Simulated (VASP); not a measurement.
Wanted: the native input for a VASP 6.6.1 run.

```
Task                   : single point
Functional             : r2SCAN
Potentials or basis    : VASP PAW PBE potentials, release 64 (V_sv)
Cutoff                 : 520 eV
k mesh                 : 24 × 24 × 24
Occupations            : gaussian, width 0.1 eV
Spin                   : no spin polarisation
Dipole correction      : no
Further INCAR settings : ALGO = Normal; EDIFF = 1e-07; NBANDS = 12
```

The system is V.

```
V
1.0
     1.42284    0.82148    1.94058
    -1.42284    0.82148    1.94058
     0.00000   -1.64296    1.94058
V
1
Cartesian
  0.0000 0.0000 2.9109
```

The input as run:

POSCAR

```
V
1.0
    1.4228446404      0.8214797362      1.9405835334
   -1.4228446404      0.8214797362      1.9405835334
    0.0000000000     -1.6429594723      1.9405835334
V
1
Direct
    0.5000000000      0.5000000000      0.5000000000
```

INCAR.step1

```
PREC     = Accurate       # precision mode
ENCUT    = 520            # plane-wave cutoff, eV
ISMEAR   = 0              # smearing method
SIGMA    = 0.1            # smearing width, eV
LREAL    = False          # projectors in reciprocal space
LASPH    = True           # aspherical terms in the spheres
NELM     = 100            # most SCF steps
NBANDS   = 12             # bands
GGA      = PE             # functional
ALGO     = Normal         # electronic algorithm
EDIFF    = 1E-4           # SCF threshold, eV
LWAVE    = True           # write WAVECAR
LCHARG   = False          # write CHGCAR
```

INCAR.step2

```
PREC     = Accurate       # precision mode
ENCUT    = 520            # plane-wave cutoff, eV
EDIFF    = 1E-7           # SCF threshold, eV
ISMEAR   = 0              # smearing method
SIGMA    = 0.1            # smearing width, eV
LREAL    = False          # projectors in reciprocal space
LASPH    = True           # aspherical terms in the spheres
NELM     = 100            # most SCF steps
ALGO     = Normal         # electronic algorithm
ISIF     = 2              # what is computed and relaxed
LWAVE    = False          # write WAVECAR
LCHARG   = False          # write CHGCAR
METAGGA  = R2SCAN         # meta-GGA
LMIXTAU  = True         
NBANDS   = 12             # bands
ISTART   = 1
```

KPOINTS

```
Automatic mesh
0
Gamma
  24 24 24
```

Potentials or basis: VASP PAW PBE potentials, release 64 (V_sv).

Run with:

```bash
$ cat potpaw_PBE.64/V_sv/POTCAR > POTCAR
$ cp INCAR.step1 INCAR
$ mpirun -np 1 vasp_std > vasp.out
$ cp INCAR.step2 INCAR
$ mpirun -np 1 vasp_std > vasp.out
```

It gave:

The pressure is 0.7 GPa and the band gap on the k mesh is zero (an odd number of electrons rules out a gap without spin polarisation).

Caveat: the PAW data sets were made with another functional, which shifts forces and pressure a little.

It took 15 min on 1 thread of Oxide Virtual Turin-like Processor, on a shared host, peak memory 0.27 GiB.
